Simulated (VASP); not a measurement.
Wanted: the native input for a VASP 6.6.1 run.

```
Task                   : relaxation of cell and atoms
Functional             : PBE
Potentials or basis    : VASP PAW PBE potentials, release 64 (Nb_sv, As_d)
Cutoff                 : 520 eV
k mesh                 : 6 × 6 × 6
Occupations            : gaussian, width 0.2 eV
Spin                   : no spin polarisation
Dipole correction      : no
Further INCAR settings : ALGO = Normal; EDIFF = 1e-07; IBRION = 2; EDIFFG = -0.08; NSW = 36; ISIF = 3
```

The structure of NbAs lies in POSCAR:

```
NbAs
1.0
    2.1159363700      1.2216364300      3.1409800200
   -2.1159363700      1.2216364300      3.1409800200
    0.0000000000     -2.4432728600      3.1409800200
Nb As
1 1
Direct
    0.5000000000      0.5000000000      0.5000000000
    0.0000000000      0.0000000000      0.0000000000
```

The cell was generated, and may not be a known phase.

These files were run (other wordings do the same):

INCAR

```
PREC = Accurate ; ENCUT = 520
EDIFF = 1E-7 ; ISMEAR = 0
SIGMA = 0.2 ; LREAL = F
LASPH = T ; NELM = 120
ALGO = Normal ; ISIF = 3
LWAVE = F ; LCHARG = F
GGA = PE ; IBRION = 2
NSW = 36 ; EDIFFG = -0.08
GGA_COMPAT = F ; NELMIN = 4
```

KPOINTS

```
Automatic mesh
0
Gamma
  6 6 6
```

Potentials or basis: VASP PAW PBE potentials, release 64 (Nb_sv, As_d).

The run is started by

```console
$ cat potpaw_PBE.64/Nb_sv/POTCAR potpaw_PBE.64/As_d/POTCAR > POTCAR
$ mpirun -np 1 vasp_std > vasp.out
```

Results of the run:

- Relaxed volume: 18.35 Å³/atom
- Relaxed cell: a = 3.761 Å, b = 3.761 Å, c = 3.761 Å, α = 58.94°, β = 58.94°, γ = 58.94°
- Space group after relaxing (to 0.1 Å): R-3m (No. 166)
- Energy gained by relaxing: 527.5 meV/atom
- Ionic steps: 8
- Pressure after relaxing: 0.4 GPa

Caveat: the volume moved by over 15 % at a fixed basis, so the end points are rough; the highest band is partly filled, so the run has too few bands.

It took 3.4 min on 1 thread of AMD EPYC 7R43 64-Core Processor (Zen 3), on a shared host, peak memory 0.15 GiB.
